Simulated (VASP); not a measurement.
# TiB2 (P6/mmm) in VASP: notebook, part 2 of 2

VASP 6.6.1. The steps go on from the part before.

## Step 3: Relaxation of cell and atoms, PBE+D3(BJ)

This run uses another cell than the first one, of 8.55 Å³/atom.

Input file INCAR:

```
SYSTEM = TiB2
  PREC = Accurate
  ENCUT = 600
  EDIFF = 1E-6
  ISMEAR = 0
  SIGMA = 0.1
  LREAL = .FALSE.
  LASPH = .TRUE.
  NELM = 100
  ALGO = Normal
  ISIF = 3
  LWAVE = .FALSE.
  LCHARG = .FALSE.
  GGA = PE
  IVDW = 12
  IBRION = 2
  NSW = 70
  EDIFFG = -0.005
```

Input file KPOINTS:

```
Automatic mesh
0
G
  15 15 14
  0 0 0
```

Input file POSCAR:

```
TiB2
1.0
    3.0321013830      0.0000000000      0.0000000000
   -1.5160506915      2.6258768246      0.0000000000
    0.0000000000      0.0000000000      3.2234109036
Ti B
1 2
Direct
    0.0000000000      0.0000000000      0.0000000000
    0.3333333333      0.6666666667      0.5000000000
    0.6666666667      0.3333333333      0.5000000000
```

Potentials or basis: VASP PAW PBE potentials, release 64 (Ti_sv, B).

On the command line:

```
> cat potpaw_PBE.64/Ti_sv/POTCAR potpaw_PBE.64/B/POTCAR > POTCAR
> mpirun -np 1 vasp_std > vasp.out
```

OUTCAR:

```text
SYSTEM = TiB2
   PREC = Accurate
   ENCUT = 600
   EDIFF = 1E-6
   ISMEAR = 0
   LREAL = .FALSE.
   LASPH = .TRUE.
   NELM = 100
   ISIF = 3
   GGA = PE
   IVDW = 12
   IBRION = 2
   NSW = 70
   EDIFFG = -0.005
 IVDW          = 12

 ion  position               nearest neighbor table
   1  0.000  0.000  0.000-   2 2.38   3 2.38   2 2.38   3 2.38   3 2.38   3 2.38   2 2.38   2 2.38
                             3 2.38   3 2.38   2 2.38   2 2.38
   2  0.333  0.667  0.500-   3 1.75   3 1.75   3 1.75   1 2.38   1 2.38   1 2.38   1 2.38   1 2.38
                             1 2.38
   3  0.667  0.333  0.500-   2 1.75   2 1.75   2 1.75   1 2.38   1 2.38   1 2.38   1 2.38   1 2.38
                             1 2.38

  LATTYP: Found a hexagonal cell.
 ALAT       =     3.0321013830
 C/A-ratio  =     1.0630946978

  Lattice vectors:

 A1 = (   3.0321013830,   0.0000000000,   0.0000000000)
 A2 = (  -1.5160506915,   2.6258768246,   0.0000000000)
 A3 = (   0.0000000000,   0.0000000000,   3.2234109036)

[... 347 lines left out ...]
  free energy    TOTEN  =       -24.41116680 eV

  energy without entropy =      -24.40934605  energy(sigma->0) =      -24.41025642

 E-fermi :  10.3713     XC(G=0): -12.9199

 val. band max:       10.3701055766   @ k =   0.2000   0.2000   0.1429
 cond. band min:      10.3862818503   @ k =   0.0667   0.0667   0.2857
 fundamental gap:      0.0161762737
 Fermi energy:        10.3712848040

 k-point     1 :       0.0000    0.0000    0.0000
  band No.  band energies     occupation
      1     -46.5293      2.00000
      2     -22.8858      2.00000
      3     -22.5575      2.00000
      4     -22.5575      2.00000
      5      -3.3279      2.00000
      6       7.6310      2.00000
      7       7.6310      2.00000
      8       8.0773      2.00000
      9       8.1696      2.00000
     10      12.3269      0.00000
     11      12.3269      0.00000
     12      14.1822      0.00000
     13      14.1822      0.00000
[... 354 lines left out ...]
  band No.  band energies     occupation
      1     -46.4636      2.00000
      2     -22.9486      2.00000
      3     -22.8034      2.00000
      4     -22.7579      2.00000
      5       1.3605      2.00000
      6       1.4108      2.00000
      7       4.3922      2.00000
      8       7.5864      2.00000
      9       9.7529      2.00000
     10      10.2968      1.70785
     11      12.4137      0.00000
     12      13.1191      0.00000
     13      16.2407      0.00000

 [... further k-points ...]

------------------------ aborting loop because EDIFF is reached ----------------------------------------

 Edisp (eV)   -1.29816

 E8    (eV) :    -0.5377
[... 26 lines left out ...]
  FREE ENERGIE OF THE ION-ELECTRON SYSTEM (eV)
  ---------------------------------------------------
  free  energy   TOTEN  =       -25.7093248730 eV

  energy  without entropy=      -25.7075041247  energy(sigma->0) =      -25.70841450

 reached required accuracy - stopping structural energy minimisation
```

OSZICAR:

```text
N       E                     dE             d eps       ncg     rms          rms(c)
DAV:   1     0.138700441447E+03    0.13870E+03   -0.10235E+04  5616   0.176E+03
DAV:   2    -0.187033750154E+02   -0.15740E+03   -0.15352E+03  5731   0.418E+02
[... 41 lines left out ...]
DAV:   5    -0.244112275803E+02   -0.11061E-06   -0.17915E-06  4747   0.173E-02
   4 F= -.25709323E+02 E0= -.25708413E+02  d E =-.354578E-03
       N       E                     dE             d eps       ncg     rms          rms(c)
DAV:   1    -0.244111713759E+02    0.56094E-04   -0.28177E-04  6181   0.272E-01    0.174E-02
DAV:   2    -0.244111682673E+02    0.31086E-05   -0.14129E-05  5671   0.396E-02    0.953E-03
DAV:   3    -0.244111667327E+02    0.15345E-05   -0.29206E-06  5199   0.210E-02    0.123E-03
DAV:   4    -0.244111667986E+02   -0.65913E-07   -0.29087E-07  3148   0.649E-03
   5 F= -.25709325E+02 E0= -.25708414E+02  d E =-.356227E-03
```

It took 1.8 min on 1 thread of Intel Xeon Platinum 8488C (Sapphire Rapids), shared host; peak memory 0.24 GiB.

What came out:

```
Free energy                           : -25.7093 eV
Relaxed volume                        : 8.29 Å³/atom
Relaxed cell                          : a = 3.005 Å, b = 3.005 Å, c = 3.182 Å, α = 90.00°, β = 90.00°, γ = 120.00°
Space group after relaxing (to 0.1 Å) : P6/mmm (No. 191)
Energy gained by relaxing             : 6.7 meV/atom
Ionic steps                           : 5
Pressure after relaxing               : 0.0 GPa
Band gap on the k mesh                : zero (bands 9 and 10 overlap by 0.63 eV)
Dispersion energy per atom            : -0.433 eV
```

Step by step:
```csv
step,energy change (eV),largest force (eV/Å),pressure (GPa),volume (Å³)
1,0.0000,0.0000,-7.85,25.66
2,0.0001,0.0000,8.67,24.14
3,-0.0197,0.0000,-0.01,24.89
4,-0.0200,0.0000,-0.05,24.87
5,-0.0200,0.0000,-0.04,24.87
```

Final structure:
```xyz
3
Lattice="3.0045 0.0000 0.0000 -1.5023 2.6020 0.0000 0.0000 0.0000 3.1815" Properties=species:S:1:pos:R:3 pbc="T T T"
Ti    0.0000    0.0000    0.0000
B     0.0000    1.7347    1.5908
B     1.5023    0.8673    1.5908
```
